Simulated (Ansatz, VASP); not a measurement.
# Al3N: VASP beside Ansatz

```
CELL_PARAMETERS angstrom
2.85676 0.00000 0.00000
-1.42838 2.47403 0.00000
0.00000 0.00000 21.60138
ATOMIC_POSITIONS crystal
Al 0.66667 0.33333 0.18517
Al 0.33333 0.66667 0.29168
Al 0.00000 0.00000 0.39819
N 0.00000 0.00000 0.53568
```

Alike in both runs: task single point; functional PBE; k mesh 9 × 9 × 1; occupations gaussian, width 0.1 eV; collinear spin.

|  | VASP | Ansatz |
| --- | --- | --- |
| version | VASP 6.6.1 | Ansatz 0.2.0 |
| potentials or method | VASP PAW PBE potentials, release 64 (Al, N), cutoff 520 eV | scalar-relativistic, plane waves, PAW |
| valence electrons in the cell | 14 | 14 |

VASP gave:

| Quantity | Value |
| --- | --- |
| gap on the k mesh at the Fermi level (eV) | none |
| rms of the force components (eV/Å) | 0.275 |
| net moment per atom (μB) | 0.62 |
| size of the moment on the site where the two differ most (μB) | 1.84 |

Question: Estimate Ansatz's values.

Answer: gap on the k mesh at the Fermi level (eV): none; rms of the force components (eV/Å): 0.275; net moment per atom (μB): 0.62; size of the moment on the site where the two differ most (μB): 2.54.

Site moments also hang on the region over which each program counts them. Atom by atom the forces differ by 0.000 eV/Å (rms over components). A gap of «none» marks a metal or a gap that the smearing closes.
